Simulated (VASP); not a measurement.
# Ag (Fm-3m) in VASP: notebook

The runs below take Ag through single point, relaxation of cell and atoms, with LDA.

All numbers are computed with VASP 6.6.1; they aren't measurements. Logs are shortened: lines on timing, memory, paths and dates and some standing lists are left out, and cuts for length are marked.

## Step 1: The cell of the first run

It takes space group Fm-3m (No. 225, cubic). The conventional cell has a = 4.009 Å, b = 4.009 Å, c = 4.009 Å, α = 90.00°, β = 90.00°, γ = 90.00°. Within 3.7 Å of Ag (site symmetry m-3m) lie 12 Ag at 2.83 Å.

## Step 2: Single point, LDA

File INCAR:

```
SYSTEM = Ag
PREC     = Accurate       ! precision mode
ENCUT    = 520            ! plane-wave cutoff, eV
EDIFF    = 1E-6           ! SCF threshold, eV
ISMEAR   = 0              ! smearing method
SIGMA    = 0.1            ! smearing width, eV
LREAL    = .False.        ! projectors in reciprocal space
LASPH    = .True.         ! aspherical terms in the spheres
NELM     = 60             ! most SCF steps
ALGO     = Normal         ! electronic algorithm
ISIF     = 2              ! what is computed and relaxed
LWAVE    = .False.        ! write WAVECAR
LCHARG   = .False.        ! write CHGCAR
NBANDS   = 12             ! bands
```

File KPOINTS:

```
regular mesh
0
Gamma
  8 8 8
  0 0 0
```

File POSCAR:

```
Ag
1.0
    0.0000000000      2.0046159256      2.0046159256
    2.0046159256      0.0000000000      2.0046159256
    2.0046159256      2.0046159256      0.0000000000
Ag
1
Direct
    0.0000000000      0.0000000000      0.0000000000
```

Potentials or basis: VASP PAW LDA potentials, release 64 (Ag).

Started as:

```console
$ cat potpaw_LDA.64/Ag/POTCAR > POTCAR
$ mpirun -np 1 vasp_std > vasp.out
```

OUTCAR:

```text
SYSTEM = Ag
   PREC = Accurate
   ENCUT = 520
   EDIFF = 1E-6
   ISMEAR = 0
   LREAL = .False.
   LASPH = .True.
   NELM = 60
   ISIF = 2

 ion  position               nearest neighbor table
   1  0.000  0.000  0.000-

  LATTYP: Found a face centered cubic cell.
 ALAT       =     4.0092318512

  Lattice vectors:

 A1 = (   0.0000000000,   2.0046159256,   2.0046159256)
 A2 = (   2.0046159256,   0.0000000000,   2.0046159256)
 A3 = (   2.0046159256,   2.0046159256,   0.0000000000)

Analysis of symmetry for initial positions (statically):
=====================================================================
 Subroutine PRICEL returns:
 Original cell was already a primitive cell.

 Routine SETGRP: Setting up the symmetry group for a
 face centered cubic supercell.

 Subroutine GETGRP returns: Found 48 space group operations
 (whereof 48 operations were pure point group operations)
 out of a pool of 48 trial point group operations.

The static configuration has the point symmetry O_h .

Analysis of symmetry for dynamics (positions and initial velocities):
=====================================================================
 Subroutine PRICEL returns:
 Original cell was already a primitive cell.

 Routine SETGRP: Setting up the symmetry group for a
 face centered cubic supercell.

 Subroutine GETGRP returns: Found 48 space group operations
 (whereof 48 operations were pure point group operations)
 out of a pool of 48 trial point group operations.

The dynamic configuration has the point symmetry O_h .

 Subroutine INISYM returns: Found 48 space group operations
 (whereof 48 operations are pure point group operations),
 and found     1 'primitive' translations

----------------------------------------------------------------------------------------

                                     Primitive cell

  volume of cell :      16.1110

  direct lattice vectors                    reciprocal lattice vectors
     0.000000000  2.004615926  2.004615926    -0.249424338  0.249424338  0.249424338
     2.004615926  0.000000000  2.004615926     0.249424338 -0.249424338  0.249424338
     2.004615926  2.004615926  0.000000000     0.249424338  0.249424338 -0.249424338

  length of vectors
     2.834955029  2.834955029  2.834955029     0.432015626  0.432015626  0.432015626

  position of ions in fractional coordinates (direct lattice)
     0.000000000  0.000000000  0.000000000

  ion indices of the primitive-cell ions
   primitive index   ion index
                 1           1
[... 74 lines left out ...]
   EDIFFG = 0.1E-04   stopping-criterion for IOM
   NSW    =      0    number of steps for IOM
   IBRION =     -1    ionic relax: 0-MD 1-quasi-New 2-CG
   NFREE  =      0    steps in history (QN), initial steepest desc. (CG)
   ISIF   =      2    stress and relaxation
   ISYM   =      2    0-nonsym 1-usesym 2-fastsym
   POTIM  = 0.5000    time-step for ionic-motion
   TEBEG  =    0.0;   TEEND  =   0.0 temperature during run
   PSTRESS=    0.0 pullay stress
   NELECT =      11.0000    total number of electrons
   NUPDOWN=      -1.0000    fix difference up-down
   EMIN   =  10.00;   EMAX   =-10.00  energy-range for DOS
   EFERMI =   0.00;   METHOD = LEGACY
   ISMEAR =     0;   SIGMA  =   0.10  broadening in eV -4-tet -1-fermi 0-gaus
   EFERMI_NEDOS =   21; number of points for ismear=-14 and -15
   IALGO  =     38    algorithm
   IMIX   =      4    mixing-type and parameters
     AMIX     =   0.40;   BMIX     =  1.00
     AMIX_MAG =   1.60;   BMIX_MAG =  1.00
  volume/ion in A,a.u.               =      16.11       108.72
  Fermi-wavevector in a.u.,A,eV,Ry     =   1.441555  2.724144 28.274006  2.078081
  Thomas-Fermi vector in A             =   2.560174
   LORBIT       =      0    0 simple, 1 ext, 2 COOP (PROOUT), +10 PAW based schemes
   GGA     = CA    functional components
   LHFCALC =     F    Hartree Fock is set to
   AEXX    =    0.0000 exact exchange contribution
   IVDW    =     0    specifies the selected vdW correction
   LEPSILON=     F    determine dielectric tensor
   LRPA    =     F    only Hartree local field effects (RPA)
 non-spin polarized calculation
 Gauss-broadening in eV      SIGMA  =   0.10
  energy-cutoff  :      520.00
  volume of cell :       16.11
 maximum number of plane-waves:       445
 NGX is ok and might be reduce to    24
   NGX = 11   NGY = 11   NGZ = 11

 number of electron      11.0000002 magnetization

 Free energy of the ion-electron system (eV)
  ---------------------------------------------------
  ext. energy  EPLUGINS =         0.00000000
  ---------------------------------------------------
  free energy    TOTEN  =        -3.74860123 eV

  energy without entropy =       -3.74556768  energy(sigma->0) =       -3.74708446

 E-fermi :   8.8155     XC(G=0): -12.9185

 val. band max:        8.7409385904   @ k =   0.5000   0.2500   0.1250
 cond. band min:       9.2121371377   @ k =   0.5000   0.3750   0.1250
 fundamental gap:      0.4711985473
 Fermi energy:         8.8155012165

 k-point     1 :       0.0000    0.0000    0.0000
  band No.  band energies     occupation
      1       0.7153      2.00000
      2       3.9908      2.00000
      3       3.9908      2.00000
      4       3.9908      2.00000
      5       5.1571      2.00000
      6       5.1571      2.00000
      7      25.0961      0.00000
      8      28.9414      0.00000
      9      28.9414      0.00000
     10      28.9414      0.00000
     11      34.1032      0.00000
     12      35.4865      0.00000
[... 331 lines left out ...]
 k-point    24 :      -0.3750    0.2500    0.1250
  band No.  band energies     occupation
      1       2.9359      2.00000
      2       3.4810      2.00000
      3       4.4426      2.00000
      4       4.6605      2.00000
      5       5.9577      2.00000
      6      11.3180      0.00000
      7      13.1687      0.00000
      8      21.8093      0.00000
      9      21.9484      0.00000
     10      27.8537      0.00000
     11      32.9191      0.00000
     12      36.9061      0.00000

 [... further k-points ...]
[... 5 lines left out ...]
  --------------------------------------------------------------------------------------
  -------------------------------------------------------------------------------------
  Total        0.0051162      0.0051162      0.0051162      0.0000000      0.0000000      0.0000000
  in kB        0.5087841      0.5087841      0.5087841      0.0000000      0.0000000      0.0000000
  external PRESSURE =       0.5087841 kB  Pullay stress =       0.0000000 kB

 VOLUME and BASIS-vectors are now :
 -----------------------------------------------------------------------------
  energy-cutoff  :      520.00
  volume of cell :       16.11
      direct lattice vectors                 reciprocal lattice vectors
     0.000000000  2.004615926  2.004615926    -0.249424338  0.249424338  0.249424338
     2.004615926  0.000000000  2.004615926     0.249424338 -0.249424338  0.249424338
     2.004615926  2.004615926  0.000000000     0.249424338  0.249424338 -0.249424338

 POSITION                                       TOTAL-FORCE (eV/Angst)
 -----------------------------------------------------------------------------------
      0.00000      0.00000      0.00000         0.000000     -0.000000      0.000000
 -----------------------------------------------------------------------------------
    total drift:                                0.000000      0.000000     -0.000000

  FREE ENERGIE OF THE ION-ELECTRON SYSTEM (eV)
  ---------------------------------------------------
  free  energy   TOTEN  =        -3.7486012322 eV

  energy  without entropy=       -3.7455676780  energy(sigma->0) =       -3.74708446
```

It took 6.8 s on 1 thread of Intel Xeon Platinum 8259CL at 2.50GHz (Skylake/Cascade Lake), shared host; peak memory 0.13 GiB.

Results:

```yaml
Free_energy: -3.7486 eV
Pressure: 0.1 GPa
```

## Step 3: Single point, LDA

This run uses another cell than the first one, of 16.02 Å³/atom, 0.994 times its volume.

File INCAR:

```
PREC = Accurate
ENCUT = 520
EDIFF = 1E-7
ISMEAR = 0
SIGMA = 0.1
LREAL = F
LASPH = T
NELM = 60
ALGO = Normal
ISIF = 2
LWAVE = F
LCHARG = T
LELF = T
LVHAR = T
NBANDS = 12
```

File KPOINTS:

```
regular mesh
0
Gamma
  16 16 16
```

File POSCAR:

```
Ag
1.0
    0.0000000000      2.0009086905      2.0009086905
    2.0009086905      0.0000000000      2.0009086905
    2.0009086905      2.0009086905      0.0000000000
Ag
1
Direct
    0.0000000000      0.0000000000      0.0000000000
```

Potentials or basis: VASP PAW LDA potentials, release 64 (Ag).

Started as:

```console
$ cat potpaw_LDA.64/Ag/POTCAR > POTCAR
$ mpirun -np 1 vasp_std > vasp.out
```

OUTCAR:

```text
PREC = Accurate
   ENCUT = 520
   EDIFF = 1E-7
   ISMEAR = 0
   LREAL = F
   LASPH = T
   NELM = 60
   ISIF = 2

 ion  position               nearest neighbor table
   1  0.000  0.000  0.000-

  LATTYP: Found a face centered cubic cell.
 ALAT       =     4.0018173810

  Lattice vectors:

 A1 = (   0.0000000000,   2.0009086905,   2.0009086905)
 A2 = (   2.0009086905,   0.0000000000,   2.0009086905)
 A3 = (   2.0009086905,   2.0009086905,   0.0000000000)

Analysis of symmetry for initial positions (statically):
[... 529 lines left out ...]
      4       4.1644      2.00000
      5       5.1284      2.00000
      6       5.2421      2.00000
      7      25.2805      0.00000
      8      27.1131      0.00000
      9      28.5299      0.00000
     10      29.7063      0.00000
     11      33.5003      0.00000
     12      35.4160      0.00000

 [... further k-points ...]
[... 5 lines left out ...]
  --------------------------------------------------------------------------------------
  -------------------------------------------------------------------------------------
  Total        0.0077812      0.0077812      0.0077812      0.0000000      0.0000000      0.0000000
  in kB        0.7781214      0.7781214      0.7781214      0.0000000      0.0000000      0.0000000
  external PRESSURE =       0.7781214 kB  Pullay stress =       0.0000000 kB

 VOLUME and BASIS-vectors are now :
 -----------------------------------------------------------------------------
  energy-cutoff  :      520.00
  volume of cell :       16.02
      direct lattice vectors                 reciprocal lattice vectors
     0.000000000  2.000908691  2.000908691    -0.249886465  0.249886465  0.249886465
     2.000908691  0.000000000  2.000908691     0.249886465 -0.249886465  0.249886465
     2.000908691  2.000908691  0.000000000     0.249886465  0.249886465 -0.249886465

 POSITION                                       TOTAL-FORCE (eV/Angst)
 -----------------------------------------------------------------------------------
      0.00000      0.00000      0.00000        -0.000000     -0.000000      0.000000
 -----------------------------------------------------------------------------------
    total drift:                               -0.000000      0.000000     -0.000000

  FREE ENERGIE OF THE ION-ELECTRON SYSTEM (eV)
  ---------------------------------------------------
  free  energy   TOTEN  =        -3.7837752482 eV

  energy  without entropy=       -3.7821589947  energy(sigma->0) =       -3.78296712
```

OSZICAR:

```text
N       E                     dE             d eps       ncg     rms          rms(c)
DAV:   1     0.506061828173E+02    0.50606E+02   -0.55087E+03  3520   0.838E+02
DAV:   2    -0.328083618726E+01   -0.53887E+02   -0.51177E+02  4052   0.195E+02
DAV:   3    -0.411219973015E+01   -0.83136E+00   -0.83107E+00  4104   0.255E+01
DAV:   4    -0.411469237603E+01   -0.24926E-02   -0.24926E-02  4068   0.146E+00
DAV:   5    -0.411471105953E+01   -0.18683E-04   -0.18684E-04  4132   0.113E-01    0.649E+00
DAV:   6    -0.380244722033E+01    0.31226E+00   -0.11996E+00  3796   0.980E+00    0.394E+00
DAV:   7    -0.378886488432E+01    0.13582E-01   -0.12358E-02  3988   0.102E+00    0.215E+00
DAV:   8    -0.378376309131E+01    0.51018E-02   -0.98514E-04  3964   0.269E-01    0.101E-01
DAV:   9    -0.378377644424E+01   -0.13353E-04   -0.71766E-06  4052   0.214E-02    0.189E-02
DAV:  10    -0.378377527556E+01    0.11687E-05   -0.20452E-06  4056   0.113E-02    0.422E-03
DAV:  11    -0.378377524816E+01    0.27403E-07   -0.39814E-08  2648   0.156E-03
   1 F= -.37837752E+01 E0= -.37829671E+01  d E =-.161625E-02
```

stdout:

```text
POSCAR found type information on POSCAR Ag
 POSCAR found :  1 types and       1 ions
 scaLAPACK will be used
 LDA part: xc-table for (Slater(with rela. corr.)+CA(PZ))
 , standard interpolation
 POSCAR, INCAR and KPOINTS ok, starting setup
 FFT: planning ... GRIDC
 FFT: planning ... GRID_SOFT
 FFT: planning ... GRID
 WAVECAR not read
 entering main loop
```

Wall time 25 s (1 thread of Intel Xeon Platinum 8259CL at 2.50GHz (Skylake/Cascade Lake), shared host); peak memory 0.15 GiB.

What came out:

| Item | Value |
| --- | --- |
| Free energy | -3.7838 eV |
| Pressure | 0.1 GPa |

## Step 4: Single point, LDA

This run uses another cell than the first one, of 16.03 Å³/atom, 0.995 times its volume.

File INCAR:

```
ALGO = Normal ; EDIFF = 1E-6
ENCUT = 520 ; GGA = CA
ISIF = 2 ; ISMEAR = -1
LASPH = True ; LCHARG = False
LREAL = False ; LWAVE = False
NBANDS = 12 ; NELM = 60
PREC = Accurate ; SIGMA = 0.15
```

File KPOINTS:

```
k-points
0
Gamma
  18 18 18
```

File POSCAR:

```
Ag
1.0
    0.0000000000      2.0011615483      2.0011615483
    2.0011615483      0.0000000000      2.0011615483
    2.0011615483      2.0011615483      0.0000000000
Ag
1
Direct
    0.0000000000      0.0000000000      0.0000000000
```

Started as:

```console
$ cat potpaw_LDA.64/Ag/POTCAR > POTCAR
$ mpirun -np 1 vasp_std > vasp.out
```

It took 28 s on 1 thread of Intel Xeon Platinum 8259CL at 2.50GHz (Skylake/Cascade Lake), shared host; peak memory 0.15 GiB.

Results (log left out):

| Quantity | Value |
| --- | --- |
| Free energy | -3.7925 eV |
| Pressure | 0.1 GPa |

Levels at points of the mesh, in eV from the Fermi level:
| k point | band 3 | band 4 | band 5 | band 6 | band 7 | band 8 | band 9 | band 10 |
| --- | --- | --- | --- | --- | --- | --- | --- | --- |
| (0.00, 0.00, 0.00) | -5.02 | -5.02 | -3.84 | -3.84 | 16.12 | 20.00 | 20.00 | 20.00 |
| (0.50, 0.00, 0.00) | -5.04 | -2.95 | -2.95 | -0.62 | 3.92 | 15.39 | 18.35 | 18.35 |
| (0.50, 0.50, 0.00) | -2.98 | -2.72 | -2.72 | 1.47 | 7.20 | 10.86 | 10.86 | 18.00 |

## Step 5: Relaxation of cell and atoms, LDA

File INCAR:

```
ALGO = Fast
EDIFF = 1E-6
EDIFFG = -0.002
ENCUT = 600
IBRION = 2
ISIF = 3
ISMEAR = 0
LASPH = True
LCHARG = False
LREAL = False
LWAVE = False
NELM = 60
NSW = 100
PREC = Accurate
SIGMA = 0.1
```

File KPOINTS:

```
k-points
0
Gamma
  16 16 16
```

File POSCAR:

```
Ag
1.0
    0.0000000000      2.0046159256      2.0046159256
    2.0046159256      0.0000000000      2.0046159256
    2.0046159256      2.0046159256      0.0000000000
Ag
1
Direct
    0.0000000000      0.0000000000      0.0000000000
```

Started as:

```console
$ cat potpaw_LDA.64/Ag/POTCAR > POTCAR
$ mpirun -np 1 vasp_std > vasp.out
```

It took 49 s on 1 thread of Intel Xeon Platinum 8259CL at 2.50GHz (Skylake/Cascade Lake), shared host; peak memory 0.15 GiB.

Results (log left out):

- Free energy: -3.7835 eV
- Relaxed volume: 16.03 Å³/atom
- Relaxed cell: a = 2.830 Å, b = 2.830 Å, c = 2.830 Å, α = 60.00°, β = 60.00°, γ = 60.00°
- Space group after relaxing (to 0.05 Å): Fm-3m (No. 225)
- Energy gained by relaxing: 0.2 meV/atom
- Ionic steps: 5
- Pressure after relaxing: 0.0 GPa

Step by step:
| step | energy change (eV) | largest force (eV/Å) | pressure (GPa) | volume (Å³) |
| --- | --- | --- | --- | --- |
| 1 | 0.0000 | 0.0000 | -0.74 | 16.11 |
| 2 | 0.0001 | 0.0000 | 0.75 | 15.94 |
| 3 | -0.0002 | 0.0000 | -0.03 | 16.03 |
| 4 | -0.0002 | 0.0000 | 0.02 | 16.03 |
| 5 | -0.0002 | 0.0000 | -0.02 | 16.03 |

Final structure:
```cif
data_structure
_symmetry_space_group_name_H-M 'P 1'
_symmetry_Int_Tables_number 1
_cell_length_a 2.8303
_cell_length_b 2.8303
_cell_length_c 2.8303
_cell_angle_alpha 60.000
_cell_angle_beta 60.000
_cell_angle_gamma 60.000
_cell_volume 16.03
loop_
_atom_site_label
_atom_site_type_symbol
_atom_site_fract_x
_atom_site_fract_y
_atom_site_fract_z
_atom_site_occupancy
Ag1 Ag 0.00000 0.00000 0.00000 1
```

Levels at points of the mesh, in eV from the Fermi level:
```tsv
k point	band 2	band 3	band 4	band 5	band 6	band 7	band 8	band 9
(0.00, 0.00, 0.00)	-4.96	-4.96	-4.96	-3.79	-3.79	16.18	20.05	20.05
(0.50, 0.00, 0.00)	-4.99	-4.99	-2.89	-2.89	-0.56	3.97	15.44	18.40
(0.50, 0.50, 0.00)	-6.64	-2.92	-2.66	-2.66	1.53	7.26	10.92	10.92
```

[end of part 1 of 2]
